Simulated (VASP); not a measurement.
# In4Ru in VASP: notebook, part 3 of 3

VASP 6.6.1. The steps go on from the part before.

## Step 6: Single point, PBE

Contents of INCAR:

```
  ALGO = Fast
  EDIFF = 1E-6
  ENCUT = 520
  GGA = PE
  ISIF = 2
  ISMEAR = 0
  LASPH = True
  LCHARG = True
  LELF = True
  LREAL = False
  LVHAR = True
  LWAVE = False
  NBANDS = 41
  NELM = 60
  PREC = Accurate
  SIGMA = 0.1
```

Contents of KPOINTS:

```
k-points
0
Gamma
  8 8 8
```

Contents of POSCAR:

```
In4Ru
1.0
   -3.1368617872      3.1368617872      3.1368617872
    3.1368617872     -3.1368617872      3.1368617872
    3.1368617872      3.1368617872     -3.1368617872
In Ru
4 1
Direct
    0.5000000000      0.5000000000      0.5000000000
    0.0000000000      0.0000000000      0.5000000000
    0.5000000000      0.0000000000      0.0000000000
    0.0000000000      0.5000000000      0.0000000000
    0.0000000000      0.0000000000      0.0000000000
```

Potentials or basis: VASP PAW PBE potentials, release 64 (In_d, Ru_pv).

Started as:

```bash
> cat potpaw_PBE.64/In_d/POTCAR potpaw_PBE.64/Ru_pv/POTCAR > POTCAR
> mpirun -np 1 vasp_std > vasp.out
```

OUTCAR:

```text
EDIFF = 1E-6
   ENCUT = 520
   GGA = PE
   ISIF = 2
   ISMEAR = 0
   LASPH = True
   LREAL = False
   NELM = 60
   PREC = Accurate

 ion  position               nearest neighbor table
   1  0.500  0.500  0.500-   5 2.72   5 2.72   4 3.14   2 3.14   3 3.14   4 3.14   2 3.14   3 3.14

   2  0.000  0.000  0.500-   5 2.72   5 2.72   4 3.14   1 3.14   3 3.14   4 3.14   3 3.14   1 3.14

   3  0.500  0.000  0.000-   5 2.72   5 2.72   4 3.14   1 3.14   1 3.14   2 3.14   2 3.14   4 3.14

   4  0.000  0.500  0.000-   5 2.72   5 2.72   3 3.14   1 3.14   2 3.14   2 3.14   1 3.14   3 3.14

   5  0.000  0.000  0.000-   1 2.72   2 2.72   3 2.72   4 2.72   2 2.72   4 2.72   3 2.72   1 2.72

  LATTYP: Found a body centered cubic cell.
 ALAT       =     6.2737235744

  Lattice vectors:

 A1 = (  -3.1368617872,   3.1368617872,   3.1368617872)
 A2 = (   3.1368617872,  -3.1368617872,   3.1368617872)
 A3 = (   3.1368617872,   3.1368617872,  -3.1368617872)

Analysis of symmetry for initial positions (statically):
=====================================================================
 Subroutine PRICEL returns:
 Original cell was already a primitive cell.

 Routine SETGRP: Setting up the symmetry group for a
 body centered cubic supercell.

 Subroutine GETGRP returns: Found 48 space group operations
 (whereof 48 operations were pure point group operations)
 out of a pool of 48 trial point group operations.

The static configuration has the point symmetry O_h .

Analysis of symmetry for dynamics (positions and initial velocities):
=====================================================================
 Subroutine PRICEL returns:
 Original cell was already a primitive cell.

 Routine SETGRP: Setting up the symmetry group for a
 body centered cubic supercell.

 Subroutine GETGRP returns: Found 48 space group operations
 (whereof 48 operations were pure point group operations)
 out of a pool of 48 trial point group operations.

The dynamic configuration has the point symmetry O_h .

 Subroutine INISYM returns: Found 48 space group operations
 (whereof 48 operations are pure point group operations),
 and found     1 'primitive' translations

----------------------------------------------------------------------------------------

                                     Primitive cell

  volume of cell :     123.4656

  direct lattice vectors                    reciprocal lattice vectors
    -3.136861787  3.136861787  3.136861787     0.000000000  0.159394973  0.159394973
     3.136861787 -3.136861787  3.136861787     0.159394973  0.000000000  0.159394973
     3.136861787  3.136861787 -3.136861787     0.159394973  0.159394973  0.000000000

  length of vectors
     5.433203992  5.433203992  5.433203992     0.225418533  0.225418533  0.225418533

  position of ions in fractional coordinates (direct lattice)
     0.500000000  0.500000000  0.500000000
     0.000000000  0.000000000  0.500000000
     0.500000000  0.000000000  0.000000000
     0.000000000  0.500000000  0.000000000
     0.000000000  0.000000000  0.000000000

  ion indices of the primitive-cell ions
   primitive index   ion index
                 1           1
                 2           2
                 3           3
                 4           4
                 5           5

----------------------------------------------------------------------------------------

 KPOINTS: k-points

Automatic generation of k-mesh.
 Grid dimensions read from file:
 generate k-points for:    8    8    8

 Generating k-lattice:

  Cartesian coordinates                     Fractional coordinates (reciprocal lattice)
     0.000000000  0.019924372  0.019924372     0.125000000  0.000000000  0.000000000
     0.019924372  0.000000000  0.019924372     0.000000000  0.125000000  0.000000000
     0.019924372  0.019924372  0.000000000     0.000000000  0.000000000  0.125000000

  Length of vectors
     0.028177317  0.028177317  0.028177317

  Shift w.r.t. Gamma in fractional coordinates (k-lattice)
     0.000000000  0.000000000  0.000000000

 Subroutine IBZKPT returns following result:
 ===========================================

 Found     29 irreducible k-points:

 Following reciprocal coordinates:
            Coordinates               Weight
  0.000000  0.000000  0.000000      1.000000
  0.125000  0.000000  0.000000     12.000000
  0.250000  0.000000  0.000000     12.000000
  0.375000  0.000000  0.000000     12.000000
  0.500000  0.000000  0.000000      6.000000
  0.125000  0.125000  0.000000     24.000000
[... 16 lines left out ...]
 -0.250000  0.250000  0.250000      6.000000
 -0.375000  0.375000  0.250000     24.000000
 [... further k-points ...]
   k-points           NKPTS =     29   k-points in BZ     NKDIM =     29   number of bands    NBANDS=     41
   number of dos      NEDOS =    301   number of ions     NIONS =      5
   total plane-waves  NPLWV =  64000
   dimension x,y,z NGX =    40 NGY =   40 NGZ =   40
   dimension x,y,z NGXF=    80 NGYF=   80 NGZF=   80
   ions per type =               4   1
   NGX,Y,Z   is equivalent  to a cutoff of  12.24, 12.24, 12.24 a.u.
   NGXF,Y,Z  is equivalent  to a cutoff of  24.48, 24.48, 24.48 a.u.
 SYSTEM =  unknown system
   PREC   = accura    normal or accurate (medium, high low for compatibility)
   ISTART =      0    job   : 0-new  1-cont  2-samecut
   ICHARG =      2    charge: 1-file 2-atom 10-const
   ISPIN  =      1    spin polarized calculation?
   LNONCOLLINEAR =      F non collinear calculations
   LSORBIT =      F    spin-orbit coupling
   LASPH  =      T    aspherical Exc in radial PAW
   ENCUT  =  520.0 eV  38.22 Ry    6.18 a.u.  10.10 10.10 10.10*2*pi/ulx,y,z
   NELM   =     60;   NELMIN=  2; NELMDL= -5     # of ELM steps
   EDIFF  = 0.1E-05   stopping-criterion for ELM
   LREAL  =      F    real-space projection
   EDIFFG = 0.1E-04   stopping-criterion for IOM
   NSW    =      0    number of steps for IOM
   IBRION =     -1    ionic relax: 0-MD 1-quasi-New 2-CG
   NFREE  =      0    steps in history (QN), initial steepest desc. (CG)
   ISIF   =      2    stress and relaxation
   ISYM   =      2    0-nonsym 1-usesym 2-fastsym
   POTIM  = 0.5000    time-step for ionic-motion
   TEBEG  =    0.0;   TEEND  =   0.0 temperature during run
   PSTRESS=    0.0 pullay stress
   NELECT =      66.0000    total number of electrons
   NUPDOWN=      -1.0000    fix difference up-down
   EMIN   =  10.00;   EMAX   =-10.00  energy-range for DOS
   EFERMI =   0.00;   METHOD = LEGACY
   ISMEAR =     0;   SIGMA  =   0.10  broadening in eV -4-tet -1-fermi 0-gaus
   EFERMI_NEDOS =   21; number of points for ismear=-14 and -15
   IALGO  =     68    algorithm
   IMIX   =      4    mixing-type and parameters
     AMIX     =   0.40;   BMIX     =  1.00
     AMIX_MAG =   1.60;   BMIX_MAG =  1.00
  volume/ion in A,a.u.               =      24.69       166.64
  Fermi-wavevector in a.u.,A,eV,Ry     =   1.328640  2.510766 24.018162  1.765285
  Thomas-Fermi vector in A             =   2.457863
   LORBIT       =      0    0 simple, 1 ext, 2 COOP (PROOUT), +10 PAW based schemes
   GGA     = PE    functional components
   LHFCALC =     F    Hartree Fock is set to
   AEXX    =    0.0000 exact exchange contribution
   IVDW    =     0    specifies the selected vdW correction
   LEPSILON=     F    determine dielectric tensor
   LRPA    =     F    only Hartree local field effects (RPA)
 non-spin polarized calculation
 RMM-DIIS sequential band-by-band and
 Gauss-broadening in eV      SIGMA  =   0.10
  energy-cutoff  :      520.00
  volume of cell :      123.47
 maximum number of plane-waves:      3367
   NGX = 21   NGY = 21   NGZ = 21

 number of electron      66.0000015 magnetization

 Free energy of the ion-electron system (eV)
  ---------------------------------------------------
  ext. energy  EPLUGINS =         0.00000000
  ---------------------------------------------------
  free energy    TOTEN  =       -19.57142765 eV

  energy without entropy =      -19.55933111  energy(sigma->0) =      -19.56537938

 E-fermi :   7.6859     XC(G=0): -10.3586

 val. band max:        7.6417024113   @ k =  -0.3750  -0.3750   0.1250
 cond. band min:       7.7335349087   @ k =   0.3750   0.0000   0.0000
 fundamental gap:      0.0918324975
 Fermi energy:         7.6858809078

 k-point     1 :       0.0000    0.0000    0.0000
  band No.  band energies     occupation
      1     -34.8447      2.00000
      2     -34.8447      2.00000
      3     -34.8447      2.00000
      4      -7.5146      2.00000
      5      -7.5146      2.00000
      6      -7.3760      2.00000
[... 1045 lines left out ...]
     40      13.2409      0.00000
     41      13.6321      0.00000

 [... further k-points ...]
[... 5 lines left out ...]
  --------------------------------------------------------------------------------------
  -------------------------------------------------------------------------------------
  Total       -0.0024863     -0.0024863     -0.0024863      0.0000000     -0.0000000      0.0000000
  in kB       -0.0322642     -0.0322642     -0.0322642      0.0000000     -0.0000000      0.0000000
  external PRESSURE =      -0.0322642 kB  Pullay stress =       0.0000000 kB

 VOLUME and BASIS-vectors are now :
 -----------------------------------------------------------------------------
  energy-cutoff  :      520.00
  volume of cell :      123.47
      direct lattice vectors                 reciprocal lattice vectors
    -3.136861787  3.136861787  3.136861787     0.000000000  0.159394973  0.159394973
     3.136861787 -3.136861787  3.136861787     0.159394973  0.000000000  0.159394973
     3.136861787  3.136861787 -3.136861787     0.159394973  0.159394973  0.000000000

 POSITION                                       TOTAL-FORCE (eV/Angst)
 -----------------------------------------------------------------------------------
      1.56843      1.56843      1.56843        -0.000000      0.000000     -0.000000
      1.56843      1.56843     -1.56843        -0.000000      0.000000     -0.000000
     -1.56843      1.56843      1.56843         0.000000     -0.000000      0.000000
      1.56843     -1.56843      1.56843         0.000000     -0.000000     -0.000000
      0.00000      0.00000      0.00000         0.000000      0.000000     -0.000000
 -----------------------------------------------------------------------------------
    total drift:                                0.000000     -0.000000      0.000000

  FREE ENERGIE OF THE ION-ELECTRON SYSTEM (eV)
  ---------------------------------------------------
  free  energy   TOTEN  =       -19.5714276476 eV

  energy  without entropy=      -19.5593311118  energy(sigma->0) =      -19.56537938
```

Run time: 5.9 min. Hardware: 1 thread of AMD EPYC 7R43 (Zen 3), shared host; peak memory 0.28 GiB.

Results:

* Free energy: -19.5714 eV
* Pressure: 0.0 GPa
* Band gap on the k mesh: zero (band 33 reaches 10.06 eV, above the bottom of band 34 at 6.67 eV)

Levels at points of the mesh, in eV from the Fermi level:
| k point | band 29 | band 30 | band 31 | band 32 | band 33 | band 34 | band 35 | band 36 | band 37 | band 38 |
| --- | --- | --- | --- | --- | --- | --- | --- | --- | --- | --- |
| (0.00, 0.00, 0.00) | -1.72 | -1.50 | -1.50 | -1.50 | -1.01 | -1.01 | -1.01 | 1.08 | 1.08 | 1.08 |
| (0.50, 0.00, 0.00) | -2.67 | -2.22 | -2.12 | -1.85 | 0.14 | 0.14 | 1.03 | 2.05 | 2.41 | 3.42 |
| (0.50, 0.50, 0.50) | -4.27 | -2.98 | -2.98 | -2.98 | -0.52 | -0.52 | 1.37 | 3.07 | 3.07 | 3.07 |

Caveat: spin-orbit coupling is left out, which moves the levels of the heavy elements.

## Step 7: Relaxation of shape and atoms at fixed volume, PBE (volume scaled by 1.10)

Contents of INCAR:

```
PREC = Accurate
ENCUT = 500
EDIFF = 1E-7
ISMEAR = 0
SIGMA = 0.1
LREAL = False
LASPH = True
NELM = 120
ALGO = Normal
ISIF = 4
LWAVE = False
LCHARG = False
GGA = PE
IBRION = 2
NSW = 50
EDIFFG = -0.01
GGA_COMPAT = False
NELMIN = 4
```

Contents of KPOINTS:

```
Automatic mesh
0
Gamma
  8 8 8
```

Contents of POSCAR:

```
In4Ru
1.0
   -3.2128235984      3.2128235984      3.2126403338
    3.2128235984     -3.2128235984      3.2126403338
    3.2128235984      3.2128235984     -3.2126403338
In Ru
4 1
Direct
    0.0000471254      0.5000229152      0.0000000000
    0.5000229152      0.0000471254      0.0000000000
    0.4999770848      0.4999770848      0.5000242102
    0.9999528746      0.9999528746      0.4999757898
    0.0000000000      0.0000000000      0.0000000000
```

Started as:

```bash
> cat potpaw_PBE.64/In_d/POTCAR potpaw_PBE.64/Ru_pv/POTCAR > POTCAR
> mpirun -np 1 vasp_std > vasp.out
```

Run time: 11 min. Hardware: 1 thread of Intel Xeon 8259CL, shared host; peak memory 0.4 GiB.

The run converged. Its results:

| Item | Value |
| --- | --- |
| Free energy | -19.4403 eV |
| Pressure after relaxing | -4.4 GPa |
| Band gap on the k mesh | zero (band 33 reaches 9.18 eV, above the bottom of band 34 at 6.02 eV) |

Final structure:
```
In Ru
1.0
    -3.21282    3.21282    3.21264
     3.21282   -3.21282    3.21264
     3.21282    3.21282   -3.21264
In Ru
4 1
Cartesian
  1.6063 -1.6063 1.6065
  -1.6063 1.6063 1.6065
  1.6065 1.6065 1.6061
  1.6063 1.6063 4.8187
  0.0000 0.0000 0.0000
```

Levels at points of the mesh, in eV from the Fermi level:
```
           k point  band 31  band 32  band 33  band 34  band 35  band 36
(0.00, 0.00, 0.00)    -1.39    -1.39    -0.87    -0.87    -0.87     0.81
(0.50, 0.00, 0.00)    -1.94    -1.69     0.07     0.14     0.99     1.93
(0.50, 0.50, 0.00)    -1.94    -1.69     0.07     0.14     0.99     1.92
(0.50, 0.50, 0.50)    -2.74    -2.74    -0.45    -0.45     0.82     2.88
```

Caveat: the relaxation stopped at its first step, so nothing moved; spin-orbit coupling is left out, which moves the levels of the heavy elements.

## Step 8: Summary

| task | cell | k mesh | cutoff (eV) | smearing | gap on the mesh (eV) | pressure (GPa) |
| --- | --- | --- | --- | --- | --- | --- |
| single point | a = 5.433 Å, angles 109.5°, 5 atoms | 4 × 4 × 4 | 520 | gaussian 0.2 eV | none | 0.2 |
| single point | a = 5.449 Å, angles 109.5°, 5 atoms | 4 × 4 × 4 | 520 | gaussian 0.2 eV | none | -0.5 |
| single point | a = 5.448 Å, angles 109.5°, 5 atoms | 4 × 4 × 4 | 520 | gaussian 0.2 eV | none | -0.5 |
| single point | a = 5.438 Å, angles 109.4, 109.4, 109.6°, 5 atoms | 4 × 4 × 4 | 520 | gaussian 0.2 eV | none | 0.0 |
| single point | a = 5.433 Å, angles 109.5°, 5 atoms | 8 × 8 × 8 | 520 | gaussian 0.1 eV | none | 0.0 |
| relaxation of shape and atoms at fixed volume | relaxed from a = 5.565 Å, angles 109.5°, 5 atoms | 8 × 8 × 8 | 500 | gaussian 0.1 eV | none | -4.4 |

Alike in all rows: level PBE; potentials or basis VASP PAW PBE potentials, release 64 (In_d, Ru_pv); no spin polarisation.

Caveats: spin-orbit coupling is left out, which moves the levels of the heavy elements; the relaxation stopped at its first step, so nothing moved (some runs).

Absolute energies hang on the potentials; compare differences alone.
